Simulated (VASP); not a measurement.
# Pd (Fm-3m) in VASP: a series of runs

Pd is run at these levels: PBEsol, r2SCAN, LDA, PBE; tasks: single point.

Program: VASP 6.6.1. These are calculated values, not measurements. Logs are shortened: lines on timing, memory, paths and dates and some standing lists are left out, and cuts for length are marked.

**1. The cell of the first run**

The structure is cubic, space group Fm-3m (No. 225). The conventional cell has a = 3.877 Å, b = 3.877 Å, c = 3.877 Å, α = 90.00°, β = 90.00°, γ = 90.00°. Pd (site symmetry m-3m) has 12 Pd at 2.74 Å within 3.6 Å.

**2. Single point, PBEsol**

INCAR reads:

```
PREC = Accurate ; ENCUT = 520
EDIFF = 1E-7 ; ISMEAR = -1
SIGMA = 0.05 ; LREAL = F
LASPH = T ; NELM = 80
ALGO = Normal ; ISIF = 2
LWAVE = F ; LCHARG = F
GGA = PS ; NBANDS = 11
```

KPOINTS reads:

```
regular mesh
0
Gamma
  13 13 13
```

POSCAR reads:

```
Pd
1.0
    0.0000000000      1.9387450000      1.9387450000
    1.9387450000      0.0000000000      1.9387450000
    1.9387450000      1.9387450000      0.0000000000
Pd
1
Direct
    0.0000000000      0.0000000000      0.0000000000
```

Potentials or basis: VASP PAW PBE potentials, release 64 (Pd).

Run with:

```bash
> cat potpaw_PBE.64/Pd/POTCAR > POTCAR
> mpirun -np 1 vasp_std > vasp.out
```

OUTCAR:

```text
PREC = Accurate
   ENCUT = 520
   EDIFF = 1E-7
   ISMEAR = -1
   LREAL = F
   LASPH = T
   NELM = 80
   ISIF = 2
   GGA = PS

 ion  position               nearest neighbor table
   1  0.000  0.000  0.000-

  LATTYP: Found a face centered cubic cell.
 ALAT       =     3.8774900000

  Lattice vectors:

 A1 = (   0.0000000000,   1.9387450000,   1.9387450000)
 A2 = (   1.9387450000,   0.0000000000,   1.9387450000)
 A3 = (   1.9387450000,   1.9387450000,   0.0000000000)

Analysis of symmetry for initial positions (statically):
=====================================================================
 Subroutine PRICEL returns:
 Original cell was already a primitive cell.

 Routine SETGRP: Setting up the symmetry group for a
 face centered cubic supercell.

 Subroutine GETGRP returns: Found 48 space group operations
 (whereof 48 operations were pure point group operations)
 out of a pool of 48 trial point group operations.

The static configuration has the point symmetry O_h .

Analysis of symmetry for dynamics (positions and initial velocities):
=====================================================================
 Subroutine PRICEL returns:
 Original cell was already a primitive cell.

 Routine SETGRP: Setting up the symmetry group for a
 face centered cubic supercell.

 Subroutine GETGRP returns: Found 48 space group operations
 (whereof 48 operations were pure point group operations)
 out of a pool of 48 trial point group operations.

The dynamic configuration has the point symmetry O_h .

 Subroutine INISYM returns: Found 48 space group operations
 (whereof 48 operations are pure point group operations),
 and found     1 'primitive' translations

----------------------------------------------------------------------------------------

                                     Primitive cell

  volume of cell :      14.5744

  direct lattice vectors                    reciprocal lattice vectors
     0.000000000  1.938745000  1.938745000    -0.257898795  0.257898795  0.257898795
     1.938745000  0.000000000  1.938745000     0.257898795 -0.257898795  0.257898795
     1.938745000  1.938745000  0.000000000     0.257898795  0.257898795 -0.257898795

  length of vectors
     2.741799473  2.741799473  2.741799473     0.446693817  0.446693817  0.446693817

  position of ions in fractional coordinates (direct lattice)
     0.000000000  0.000000000  0.000000000

  ion indices of the primitive-cell ions
   primitive index   ion index
                 1           1

----------------------------------------------------------------------------------------

 KPOINTS: regular mesh

Automatic generation of k-mesh.
 Grid dimensions read from file:
 generate k-points for:   13   13   13

 Generating k-lattice:

  Cartesian coordinates                     Fractional coordinates (reciprocal lattice)
    -0.019838369  0.019838369  0.019838369     0.076923077  0.000000000  0.000000000
     0.019838369 -0.019838369  0.019838369     0.000000000  0.076923077  0.000000000
     0.019838369  0.019838369 -0.019838369     0.000000000  0.000000000  0.076923077

  Length of vectors
     0.034361063  0.034361063  0.034361063

  Shift w.r.t. Gamma in fractional coordinates (k-lattice)
     0.000000000  0.000000000  0.000000000

 Subroutine IBZKPT returns following result:
 ===========================================

 Found     84 irreducible k-points:

 Following reciprocal coordinates:
            Coordinates               Weight
  0.000000  0.000000  0.000000      1.000000
  0.076923  0.000000  0.000000      8.000000
  0.153846  0.000000  0.000000      8.000000
  0.230769  0.000000  0.000000      8.000000
  0.307692  0.000000  0.000000      8.000000
  0.384615  0.000000  0.000000      8.000000
[... 16 lines left out ...]
  0.384615  0.153846  0.000000     24.000000
  0.461538  0.153846  0.000000     24.000000
 [... further k-points ...]
   k-points           NKPTS =     84   k-points in BZ     NKDIM =     84   number of bands    NBANDS=     11
   number of dos      NEDOS =    301   number of ions     NIONS =      1
   total plane-waves  NPLWV =   8000
   dimension x,y,z NGX =    20 NGY =   20 NGZ =   20
   dimension x,y,z NGXF=    40 NGYF=   40 NGZF=   40
   ions per type =               1
   NGX,Y,Z   is equivalent  to a cutoff of  12.13, 12.13, 12.13 a.u.
   NGXF,Y,Z  is equivalent  to a cutoff of  24.25, 24.25, 24.25 a.u.
 SYSTEM =  unknown system
   PREC   = accura    normal or accurate (medium, high low for compatibility)
   ISTART =      0    job   : 0-new  1-cont  2-samecut
   ICHARG =      2    charge: 1-file 2-atom 10-const
   ISPIN  =      1    spin polarized calculation?
   LNONCOLLINEAR =      F non collinear calculations
   LSORBIT =      F    spin-orbit coupling
   LASPH  =      T    aspherical Exc in radial PAW
   ENCUT  =  520.0 eV  38.22 Ry    6.18 a.u.   5.10  5.10  5.10*2*pi/ulx,y,z
   NELM   =     80;   NELMIN=  2; NELMDL= -5     # of ELM steps
   EDIFF  = 0.1E-06   stopping-criterion for ELM
   LREAL  =      F    real-space projection
   EDIFFG = 0.1E-05   stopping-criterion for IOM
   NSW    =      0    number of steps for IOM
   IBRION =     -1    ionic relax: 0-MD 1-quasi-New 2-CG
   NFREE  =      0    steps in history (QN), initial steepest desc. (CG)
   ISIF   =      2    stress and relaxation
   ISYM   =      2    0-nonsym 1-usesym 2-fastsym
   POTIM  = 0.5000    time-step for ionic-motion
   TEBEG  =    0.0;   TEEND  =   0.0 temperature during run
   PSTRESS=    0.0 pullay stress
   NELECT =      10.0000    total number of electrons
   NUPDOWN=      -1.0000    fix difference up-down
   EMIN   =  10.00;   EMAX   =-10.00  energy-range for DOS
   EFERMI =   0.00;   METHOD = LEGACY
   ISMEAR =    -1;   SIGMA  =   0.05  broadening in eV -4-tet -1-fermi 0-gaus
   EFERMI_NEDOS =   21; number of points for ismear=-14 and -15
   IALGO  =     38    algorithm
   IMIX   =      4    mixing-type and parameters
     AMIX     =   0.40;   BMIX     =  1.00
     AMIX_MAG =   1.60;   BMIX_MAG =  1.00
  volume/ion in A,a.u.               =      14.57        98.35
  Fermi-wavevector in a.u.,A,eV,Ry     =   1.443923  2.728619 28.366986  2.084915
  Thomas-Fermi vector in A             =   2.562276
   LORBIT       =      0    0 simple, 1 ext, 2 COOP (PROOUT), +10 PAW based schemes
   GGA     = PS    functional components
   LHFCALC =     F    Hartree Fock is set to
   AEXX    =    0.0000 exact exchange contribution
   IVDW    =     0    specifies the selected vdW correction
   LEPSILON=     F    determine dielectric tensor
   LRPA    =     F    only Hartree local field effects (RPA)
 non-spin polarized calculation
  energy-cutoff  :      520.00
  volume of cell :       14.57
 maximum number of plane-waves:       401
   NGX = 11   NGY = 11   NGZ = 11

 number of electron      10.0000002 magnetization

 Free energy of the ion-electron system (eV)
  ---------------------------------------------------
  ext. energy  EPLUGINS =         0.00000000
  ---------------------------------------------------
  free energy    TOTEN  =        -5.97213962 eV

  energy without entropy =       -5.95461346  energy(sigma->0) =       -5.96337654

 E-fermi :   9.8622     XC(G=0): -13.4529

 val. band max:        9.8596169013   @ k =   0.4615   0.1538   0.0000
 cond. band min:       9.8649481362   @ k =  -0.3846   0.3846   0.0769
 fundamental gap:      0.0053312349
 Fermi energy:         9.8621712411

 k-point     1 :       0.0000    0.0000    0.0000
  band No.  band energies     occupation
      1       2.4904      2.00000
      2       6.9260      2.00000
      3       6.9260      2.00000
      4       6.9260      2.00000
      5       8.5899      2.00000
      6       8.5899      2.00000
      7      26.9566      0.00000
      8      31.7932      0.00000
      9      31.7932      0.00000
     10      31.7932      0.00000
     11      35.9105      0.00000

 k-point     2 :       0.0769    0.0000    0.0000
  band No.  band energies     occupation
      1       2.7067      2.00000
      2       6.8489      2.00000
      3       7.0008      2.00000
      4       7.0008      2.00000
      5       8.5545      2.00000
      6       8.5545      2.00000
      7      27.1857      0.00000
      8      30.4758      0.00000
      9      32.0466      0.00000
     10      32.0466      0.00000
     11      35.9754      0.00000

 k-point     3 :       0.1538    0.0000    0.0000
  band No.  band energies     occupation
      1       3.3046      2.00000
      2       6.6967      2.00000
      3       7.1649      2.00000
      4       7.1649      2.00000
      5       8.5156      2.00000
      6       8.5156      2.00000
      7      27.3248      0.00000
      8      28.4267      0.00000
      9      32.7252      0.00000
     10      32.7252      0.00000
     11      36.0673      0.00000

 k-point     4 :       0.2308    0.0000    0.0000
  band No.  band energies     occupation
      1       4.0530      2.00000
      2       6.7572      2.00000
      3       7.2392      2.00000
      4       7.2392      2.00000
      5       8.6596      2.00000
      6       8.6596      2.00000
      7      25.0780      0.00000
      8      28.1328      0.00000
      9      33.4730      0.00000
     10      33.4730      0.00000
     11      35.5700      0.00000
[... 239 lines left out ...]
 k-point    22 :       0.3077    0.1538    0.0000
  band No.  band energies     occupation
      1       4.7987      2.00000
      2       6.1010      2.00000
      3       7.1687      2.00000
      4       7.7276      2.00000
      5       9.0044      2.00000
      6       9.2852      1.99998
      7      24.5978      0.00000
      8      28.3237      0.00000
      9      29.2796      0.00000
     10      31.3028      0.00000
     11      35.6775      0.00000

 k-point    23 :       0.3846    0.1538    0.0000
  band No.  band energies     occupation
      1       4.9662      2.00000
      2       6.5352      2.00000
      3       6.9854      2.00000
      4       7.6199      2.00000
      5       9.6490      1.97226
      6      10.2839      0.00043
      7      21.6498      0.00000
      8      27.4785      0.00000
      9      28.8311      0.00000
     10      30.7509      0.00000
     11      35.9805      0.00000

 k-point    24 :       0.4615    0.1538    0.0000
  band No.  band energies     occupation
      1       4.9200      2.00000
      2       6.5274      2.00000
      3       7.4729      2.00000
      4       7.5057      2.00000
      5       9.8596      1.02554
      6      11.9127      0.00000
      7      18.9158      0.00000
      8      26.6941      0.00000
      9      28.7832      0.00000
     10      29.7223      0.00000
     11      36.0029      0.00000

 [... further k-points ...]
[... 5 lines left out ...]
  --------------------------------------------------------------------------------------
  -------------------------------------------------------------------------------------
  Total       -0.0455723     -0.0455723     -0.0455723      0.0000000      0.0000000      0.0000000
  in kB       -5.0097855     -5.0097855     -5.0097855      0.0000000      0.0000000      0.0000000
  external PRESSURE =      -5.0097855 kB  Pullay stress =       0.0000000 kB

 VOLUME and BASIS-vectors are now :
 -----------------------------------------------------------------------------
  energy-cutoff  :      520.00
  volume of cell :       14.57
      direct lattice vectors                 reciprocal lattice vectors
     0.000000000  1.938745000  1.938745000    -0.257898795  0.257898795  0.257898795
     1.938745000  0.000000000  1.938745000     0.257898795 -0.257898795  0.257898795
     1.938745000  1.938745000  0.000000000     0.257898795  0.257898795 -0.257898795

 POSITION                                       TOTAL-FORCE (eV/Angst)
 -----------------------------------------------------------------------------------
      0.00000      0.00000      0.00000         0.000000      0.000000      0.000000
 -----------------------------------------------------------------------------------
    total drift:                               -0.000000     -0.000000     -0.000000

  FREE ENERGIE OF THE ION-ELECTRON SYSTEM (eV)
  ---------------------------------------------------
  free  energy   TOTEN  =        -5.9721396216 eV

  energy  without entropy=       -5.9546134617  energy(sigma->0) =       -5.96337654
```

It took 14 s on 1 thread of AMD EPYC 7R43 (Zen 3), shared host; peak memory 0.09 GiB.

What came out:

- Free energy: -5.9721 eV
- Pressure: -0.5 GPa
- Band gap on the k mesh: zero (band 5 reaches 10.09 eV, above the bottom of band 6 at 8.52 eV)

Caveat: the PAW data sets were made with another functional, which shifts forces and pressure a little.

**3. Single point, r2SCAN**

POSCAR is that of step 2.

INCAR.step1 reads:

```
ALGO = Normal ; EDIFF = 1E-4
ENCUT = 520 ; GGA = PE
ISMEAR = -1 ; LASPH = True
LCHARG = False ; LREAL = False
LWAVE = True ; NBANDS = 11
NELM = 80 ; PREC = Accurate
SIGMA = 0.05
```

INCAR.step2 reads:

```
ALGO = Normal ; EDIFF = 1E-7
ENCUT = 520 ; ISIF = 2
ISMEAR = -1 ; ISTART = 1
LASPH = True ; LCHARG = False
LMIXTAU = True ; LREAL = False
LWAVE = False ; METAGGA = R2SCAN
NBANDS = 11 ; NELM = 80
PREC = Accurate ; SIGMA = 0.05
```

KPOINTS reads:

```
k-points
0
Gamma
  13 13 13
```

Potentials or basis: VASP PAW PBE potentials, release 64 (Pd).

Run with:

```bash
> cat potpaw_PBE.64/Pd/POTCAR > POTCAR
> cp INCAR.step1 INCAR
> mpirun -np 1 vasp_std > vasp.out
> cp INCAR.step2 INCAR
> mpirun -np 1 vasp_std > vasp.out
```

It took 74 s on 1 thread of AMD EPYC 7R43 (Zen 3), shared host; peak memory 0.1 GiB.

It converged, with:

| Item | Value |
| --- | --- |
| Free energy | -22.9531 eV |
| Pressure | 5.6 GPa |
| Band gap on the k mesh | zero (band 5 reaches 10.10 eV, above the bottom of band 6 at 8.43 eV) |

Levels at points of the mesh, in eV from the Fermi level:
```tsv
k point	band 3	band 4	band 5	band 6	band 7	band 8
(0.00, 0.00, 0.00)	-3.00	-3.00	-1.36	-1.36	17.99	22.42
```

Caveat: the PAW data sets were made with another functional, which shifts forces and pressure a little.

(Part 1 of 2 ends here.)
